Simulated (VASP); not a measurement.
Write the native input for VASP 6.6.1 that does the following.

| Quantity | Value |
| --- | --- |
| Task | single point |
| Functional | LDA |
| Potentials or basis | VASP PAW LDA potentials, release 64 (Ca_sv, Sb, P) |
| Cutoff | 520 eV |
| k mesh | 6 × 6 × 6 |
| Occupations | gaussian, width 0.05 eV |
| Spin | no spin polarisation |
| Dipole correction | no |
| Further INCAR settings | ALGO = Normal; EDIFF = 1e-06; NBANDS = 28 |

The structure of Ca3SbP lies in POSCAR:

```
Ca3SbP
1.0
    5.2516179336      0.0000000000      0.0000000000
    0.0000000000      5.2516179336      0.0000000000
    0.0000000000      0.0000000000      5.2516179336
Ca Sb P
3 1 1
Direct
   -0.0114827719      0.5000000000      0.5000000000
    0.4542997981      0.0000000000      0.5000000000
    0.4542997981      0.5000000000      0.0000000000
    0.0351054686      0.0000000000      0.0000000000
    0.4951220023      0.5000000000      0.5000000000
```

This cell differs from its parent crystal: atoms displaced along a vibrational mode.

One way to write it, as run:

INCAR

```
SYSTEM = Ca3SbP
  ALGO = Normal
  EDIFF = 1E-6
  ENCUT = 520
  GGA = CA
  ISIF = 2
  ISMEAR = 0
  LASPH = .TRUE.
  LCHARG = .TRUE.
  LELF = .TRUE.
  LREAL = .FALSE.
  LVHAR = .TRUE.
  LWAVE = .FALSE.
  NBANDS = 28
  NELM = 80
  PREC = Accurate
  SIGMA = 0.05
```

KPOINTS

```
k-points
0
G
  6 6 6
  0 0 0
```

Potentials or basis: VASP PAW LDA potentials, release 64 (Ca_sv, Sb, P).

Run with:

```bash
$ cat potpaw_LDA.64/Ca_sv/POTCAR potpaw_LDA.64/Sb/POTCAR potpaw_LDA.64/P/POTCAR > POTCAR
$ mpirun -np 1 vasp_std > vasp.out
```

Results of the run:

```yaml
Pressure: 0.7 GPa
Largest_force: 0.063 eV/Å
Band_gap_on_the_k_mesh: 0.78 eV
```

Caveat: the cell differs from its parent crystal (atoms displaced along a vibrational mode); semilocal functionals underestimate gaps, and a narrow one can read as zero; spin-orbit coupling is left out, which moves the levels of the heavy elements.

Run time: 86 s on 1 thread of AMD EPYC 9R45 96-Core Processor (Zen 5) (shared host), peak memory 0.27 GiB.
